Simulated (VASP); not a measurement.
# SnO2 (P4_2/mnm) in VASP: a series of runs

The runs below take SnO2 through single point, with PBE.

All numbers are computed with VASP 6.6.1; they aren't measurements. Logs are shortened: lines on timing, memory, paths and dates and some standing lists are left out, and cuts for length are marked.

### 1 The cell of the first run

Symmetry: P4_2/mnm, No. 136, tetragonal system. Conventional cell: a = 4.738 Å, b = 4.738 Å, c = 3.187 Å, α = 90.00°, β = 90.00°, γ = 90.00°. Within 2.7 Å of Sn (site symmetry mmm) lie 6 O at 2.05 to 2.06 Å. O (site symmetry m2m) has 3 Sn at 2.05 to 2.06 Å and 1 O at 2.59 Å within 2.7 Å.

### 2 Single point, PBE

File INCAR:

```
PREC = Accurate ; ENCUT = 520
EDIFF = 1E-7 ; ISMEAR = 0
SIGMA = 0.05 ; LREAL = False
LASPH = True ; NELM = 60
ALGO = Normal ; ISIF = 2
LWAVE = False ; LCHARG = False
GGA = PE ; NELECT = 51.8
NBANDS = 35
```

File KPOINTS:

```
regular mesh
0
Gamma
  6 6 8
```

File POSCAR:

```
SnO2
1.0
    4.7380000000      0.0000000000      0.0000000000
    0.0000000000      4.7380000000      0.0000000000
    0.0000000000      0.0000000000      3.1865000000
Sn O
2 4
Direct
    0.0000000000      0.0000000000      0.0000000000
    0.5000000000      0.5000000000      0.5000000000
    0.3071000000      0.3071000000      0.0000000000
    0.1929000000      0.8071000000      0.5000000000
    0.6929000000      0.6929000000      0.0000000000
    0.8071000000      0.1929000000      0.5000000000
```

Potentials or basis: VASP PAW PBE potentials, release 64 (Sn_d, O).

Started as:

```bash
$ cat potpaw_PBE.64/Sn_d/POTCAR potpaw_PBE.64/O/POTCAR > POTCAR
$ mpirun -np 1 vasp_std > vasp.out
```

OUTCAR:

```text
PREC = Accurate
   ENCUT = 520
   EDIFF = 1E-7
   ISMEAR = 0
   LREAL = False
   LASPH = True
   NELM = 60
   ISIF = 2
   GGA = PE
   NELECT = 51.8

 ion  position               nearest neighbor table
   1  0.000  0.000  0.000-   4 2.05   6 2.05   4 2.05   6 2.05   5 2.06   3 2.06   2 3.71   2 3.71
                             2 3.71   2 3.71   2 3.71   2 3.71   2 3.71   2 3.71
   2  0.500  0.500  0.500-   3 2.05   5 2.05   3 2.05   5 2.05   4 2.06   6 2.06   1 3.71   1 3.71
                             1 3.71   1 3.71   1 3.71   1 3.71   1 3.71   1 3.71
   3  0.307  0.307  0.000-   2 2.05   2 2.05   1 2.06
   4  0.193  0.807  0.500-   1 2.05   1 2.05   2 2.06
   5  0.693  0.693  0.000-   2 2.05   2 2.05   1 2.06
   6  0.807  0.193  0.500-   1 2.05   1 2.05   2 2.06

  LATTYP: Found a simple tetragonal cell.
 ALAT       =     4.7380000000
 C/A-ratio  =     0.6725411566

  Lattice vectors:

 A1 = (   4.7380000000,   0.0000000000,   0.0000000000)
 A2 = (   0.0000000000,   4.7380000000,   0.0000000000)
 A3 = (   0.0000000000,   0.0000000000,   3.1865000000)

Analysis of symmetry for initial positions (statically):
=====================================================================
 Subroutine PRICEL returns:
 Original cell was already a primitive cell.

 Routine SETGRP: Setting up the symmetry group for a
 simple tetragonal supercell.

 Subroutine GETGRP returns: Found 16 space group operations
 (whereof  8 operations were pure point group operations)
 out of a pool of 16 trial point group operations.

The static configuration has the point symmetry D_2h.
 The point group associated with its full space group is D_4h.

Analysis of symmetry for dynamics (positions and initial velocities):
=====================================================================
 Subroutine PRICEL returns:
 Original cell was already a primitive cell.

 Routine SETGRP: Setting up the symmetry group for a
 simple tetragonal supercell.

 Subroutine GETGRP returns: Found 16 space group operations
 (whereof  8 operations were pure point group operations)
 out of a pool of 16 trial point group operations.

The dynamic configuration has the point symmetry D_2h.
 The point group associated with its full space group is D_4h.

 Subroutine INISYM returns: Found 16 space group operations
 (whereof  8 operations are pure point group operations),
 and found     1 'primitive' translations

----------------------------------------------------------------------------------------

                                     Primitive cell

  volume of cell :      71.5326

  direct lattice vectors                    reciprocal lattice vectors
     4.738000000  0.000000000  0.000000000     0.211059519  0.000000000  0.000000000
     0.000000000  4.738000000  0.000000000     0.000000000  0.211059519  0.000000000
     0.000000000  0.000000000  3.186500000     0.000000000  0.000000000  0.313823945

  length of vectors
     4.738000000  4.738000000  3.186500000     0.211059519  0.211059519  0.313823945

  position of ions in fractional coordinates (direct lattice)
     0.000000000  0.000000000  0.000000000
     0.500000000  0.500000000  0.500000000
     0.307100000  0.307100000  0.000000000
     0.192900000  0.807100000  0.500000000
     0.692900000  0.692900000  0.000000000
     0.807100000  0.192900000  0.500000000

  ion indices of the primitive-cell ions
   primitive index   ion index
                 1           1
                 2           2
                 3           3
                 4           4
                 5           5
                 6           6

----------------------------------------------------------------------------------------

 KPOINTS: regular mesh

Automatic generation of k-mesh.
 Grid dimensions read from file:
 generate k-points for:    6    6    8

 Generating k-lattice:

  Cartesian coordinates                     Fractional coordinates (reciprocal lattice)
     0.035176586  0.000000000  0.000000000     0.166666667  0.000000000  0.000000000
     0.000000000  0.035176586  0.000000000     0.000000000  0.166666667  0.000000000
     0.000000000  0.000000000  0.039227993     0.000000000  0.000000000  0.125000000

  Length of vectors
     0.035176586  0.035176586  0.039227993

  Shift w.r.t. Gamma in fractional coordinates (k-lattice)
     0.000000000  0.000000000  0.000000000

 Subroutine IBZKPT returns following result:
 ===========================================

 Found     50 irreducible k-points:

 Following reciprocal coordinates:
            Coordinates               Weight
  0.000000  0.000000  0.000000      1.000000
  0.166667  0.000000  0.000000      4.000000
  0.333333  0.000000  0.000000      4.000000
  0.500000  0.000000  0.000000      2.000000
  0.166667  0.166667  0.000000      4.000000
  0.333333  0.166667  0.000000      8.000000
[... 16 lines left out ...]
  0.333333  0.000000  0.250000      8.000000
  0.500000  0.000000  0.250000      4.000000
 [... further k-points ...]
   k-points           NKPTS =     50   k-points in BZ     NKDIM =     50   number of bands    NBANDS=     35
   number of dos      NEDOS =    301   number of ions     NIONS =      6
   total plane-waves  NPLWV =  31104
   dimension x,y,z NGX =    36 NGY =   36 NGZ =   24
   dimension x,y,z NGXF=    72 NGYF=   72 NGZF=   48
   ions per type =               2   4
   NGX,Y,Z   is equivalent  to a cutoff of  12.63, 12.63, 12.52 a.u.
   NGXF,Y,Z  is equivalent  to a cutoff of  25.26, 25.26, 25.04 a.u.
 SYSTEM =  unknown system
   PREC   = accura    normal or accurate (medium, high low for compatibility)
   ISTART =      0    job   : 0-new  1-cont  2-samecut
   ICHARG =      2    charge: 1-file 2-atom 10-const
   ISPIN  =      1    spin polarized calculation?
   LNONCOLLINEAR =      F non collinear calculations
   LSORBIT =      F    spin-orbit coupling
   LASPH  =      T    aspherical Exc in radial PAW
   ENCUT  =  520.0 eV  38.22 Ry    6.18 a.u.   8.81  8.81  5.92*2*pi/ulx,y,z
   NELM   =     60;   NELMIN=  2; NELMDL= -5     # of ELM steps
   EDIFF  = 0.1E-06   stopping-criterion for ELM
   LREAL  =      F    real-space projection
   EDIFFG = 0.1E-05   stopping-criterion for IOM
   NSW    =      0    number of steps for IOM
   IBRION =     -1    ionic relax: 0-MD 1-quasi-New 2-CG
   NFREE  =      0    steps in history (QN), initial steepest desc. (CG)
   ISIF   =      2    stress and relaxation
   ISYM   =      2    0-nonsym 1-usesym 2-fastsym
   POTIM  = 0.5000    time-step for ionic-motion
   TEBEG  =    0.0;   TEEND  =   0.0 temperature during run
   PSTRESS=    0.0 pullay stress
   NELECT =      51.8000    total number of electrons
   NUPDOWN=      -1.0000    fix difference up-down
   EMIN   =  10.00;   EMAX   =-10.00  energy-range for DOS
   EFERMI =   0.00;   METHOD = LEGACY
   ISMEAR =     0;   SIGMA  =   0.05  broadening in eV -4-tet -1-fermi 0-gaus
   EFERMI_NEDOS =   21; number of points for ismear=-14 and -15
   IALGO  =     38    algorithm
   IMIX   =      4    mixing-type and parameters
     AMIX     =   0.40;   BMIX     =  1.00
     AMIX_MAG =   1.60;   BMIX_MAG =  1.00
  volume/ion in A,a.u.               =      11.92        80.45
  Fermi-wavevector in a.u.,A,eV,Ry     =   1.470111  2.778107 29.405262  2.161226
  Thomas-Fermi vector in A             =   2.585407
   LORBIT       =      0    0 simple, 1 ext, 2 COOP (PROOUT), +10 PAW based schemes
   GGA     = PE    functional components
   LHFCALC =     F    Hartree Fock is set to
   AEXX    =    0.0000 exact exchange contribution
   IVDW    =     0    specifies the selected vdW correction
   LEPSILON=     F    determine dielectric tensor
   LRPA    =     F    only Hartree local field effects (RPA)
 non-spin polarized calculation
 Gauss-broadening in eV      SIGMA  =   0.05
  energy-cutoff  :      520.00
  volume of cell :       71.53
 maximum number of plane-waves:      1992
 NGX is ok and might be reduce to    36
   NGX = 17   NGY = 17   NGZ = 11

 number of electron      51.7999993 magnetization

 Free energy of the ion-electron system (eV)
  ---------------------------------------------------
  ext. energy  EPLUGINS =         0.00000000
  ---------------------------------------------------
  free energy    TOTEN  =       -38.33321139 eV

  energy without entropy =      -38.33234378  energy(sigma->0) =      -38.33277758

 E-fermi :   5.6393     XC(G=0): -11.2199

 val. band max:        5.6018504929   @ k =   0.3333   0.0000   0.0000
 cond. band min:       5.7696087586   @ k =   0.1667   0.1667   0.1250
 fundamental gap:      0.1677582656
 Fermi energy:         5.6393448523

 k-point     1 :       0.0000    0.0000    0.0000
  band No.  band energies     occupation
      1     -14.9439      2.00000
      2     -14.1504      2.00000
      3     -13.8506      2.00000
      4     -13.8327      2.00000
      5     -13.8327      2.00000
      6     -13.7547      2.00000
[... 27 lines left out ...]
     34      18.2483      0.00000
     35      18.7698      0.00000

 k-point     2 :       0.1667    0.0000    0.0000
  band No.  band energies     occupation
      1     -14.9004      2.00000
      2     -14.1981      2.00000
      3     -13.8510      2.00000
      4     -13.8309      2.00000
      5     -13.8308      2.00000
      6     -13.7958      2.00000
[... 27 lines left out ...]
     34      18.2878      0.00000
     35      18.7367      0.00000

 k-point     3 :       0.3333    0.0000    0.0000
  band No.  band energies     occupation
      1     -14.7738      2.00000
      2     -14.3596      2.00000
      3     -13.8522      2.00000
      4     -13.8417      2.00000
      5     -13.8270      2.00000
      6     -13.8268      2.00000
[... 27 lines left out ...]
     34      18.4928      0.00000
     35      18.7124      0.00000
[... 723 lines left out ...]
 k-point    23 :       0.3333    0.0000    0.2500
  band No.  band energies     occupation
      1     -14.6531      2.00000
      2     -14.5069      2.00000
      3     -14.1648      2.00000
      4     -13.9206      2.00000
      5     -13.7392      2.00000
      6     -13.7353      2.00000
[... 27 lines left out ...]
     34      18.4329      0.00000
     35      18.6877      0.00000

 k-point    24 :       0.5000    0.0000    0.2500
  band No.  band energies     occupation
      1     -14.6015      2.00000
      2     -14.6015      2.00000
      3     -14.0310      2.00000
      4     -14.0310      2.00000
      5     -13.7345      2.00000
      6     -13.7345      2.00000
[... 27 lines left out ...]
     34      18.6628      0.00000
     35      18.8117      0.00000

 [... further k-points ...]
[... 5 lines left out ...]
  --------------------------------------------------------------------------------------
  -------------------------------------------------------------------------------------
  Total        2.4578167      2.4578167      4.0406957      0.0000000      0.0000000      0.0000000
  in kB       55.0498362     55.0498362     90.5029405      0.0000000      0.0000000      0.0000000
  external PRESSURE =      66.8675376 kB  Pullay stress =       0.0000000 kB

 VOLUME and BASIS-vectors are now :
 -----------------------------------------------------------------------------
  energy-cutoff  :      520.00
  volume of cell :       71.53
      direct lattice vectors                 reciprocal lattice vectors
     4.738000000  0.000000000  0.000000000     0.211059519  0.000000000  0.000000000
     0.000000000  4.738000000  0.000000000     0.000000000  0.211059519  0.000000000
     0.000000000  0.000000000  3.186500000     0.000000000  0.000000000  0.313823945

 POSITION                                       TOTAL-FORCE (eV/Angst)
 -----------------------------------------------------------------------------------
      0.00000      0.00000      0.00000        -0.000000      0.000000     -0.000000
      2.36900      2.36900      1.59325        -0.000000      0.000000     -0.000000
      1.45504      1.45504      0.00000        -0.223887     -0.223887     -0.000000
      0.91396      3.82404      1.59325         0.223887     -0.223887     -0.000000
      3.28296      3.28296      0.00000         0.223887      0.223887      0.000000
      3.82404      0.91396      1.59325        -0.223887      0.223887      0.000000
 -----------------------------------------------------------------------------------
    total drift:                               -0.000000      0.000000      0.000000

  FREE ENERGIE OF THE ION-ELECTRON SYSTEM (eV)
  ---------------------------------------------------
  free  energy   TOTEN  =       -38.3332113920 eV

  energy  without entropy=      -38.3323437751  energy(sigma->0) =      -38.33277758
```

Run time: 76 s. Hardware: 1 thread of Intel Xeon Platinum 8259CL at 2.50GHz (Skylake/Cascade Lake), shared host; peak memory 0.23 GiB.

What came out:

| Quantity | Value |
| --- | --- |
| Free energy | -38.3332 eV |
| Largest force | 0.317 eV/Å |

Forces in eV/Å, atoms in the order of the input:
```
Sn   0.000  0.000  0.000
Sn   0.000  0.000  0.000
O   -0.224 -0.224  0.000
O    0.224 -0.224  0.000
O    0.224  0.224  0.000
O   -0.224  0.224  0.000
```

Levels at points of the mesh, in eV from the Fermi level:
```tsv
k point	band 23	band 24	band 25	band 26	band 27	band 28	band 29	band 30
(0.00, 0.00, 0.00)	-0.78	-0.37	-0.37	0.39	1.78	6.67	6.89	6.89
(0.50, 0.00, 0.00)	-0.74	-0.74	-0.23	-0.23	4.93	4.93	7.63	7.63
(0.50, 0.50, 0.00)	-0.86	-0.86	-0.49	-0.49	5.33	5.33	8.03	8.03
(0.00, 0.00, 0.50)	-1.23	-1.23	-0.85	-0.85	6.71	6.71	10.29	10.29
(0.50, 0.00, 0.50)	-0.69	-0.69	-0.27	-0.27	6.99	6.99	8.60	8.60
(0.50, 0.50, 0.50)	-0.56	-0.56	-0.43	-0.43	5.43	5.43	9.42	9.42
```

Caveat: the cell carries a net charge on a neutralising background, which shifts energy and pressure; the cell is charged against a uniform background, so pressure and absolute levels hang on convention; spin-orbit coupling is left out, which moves the levels of the heavy elements.

(Continued in part 2 of 2.)
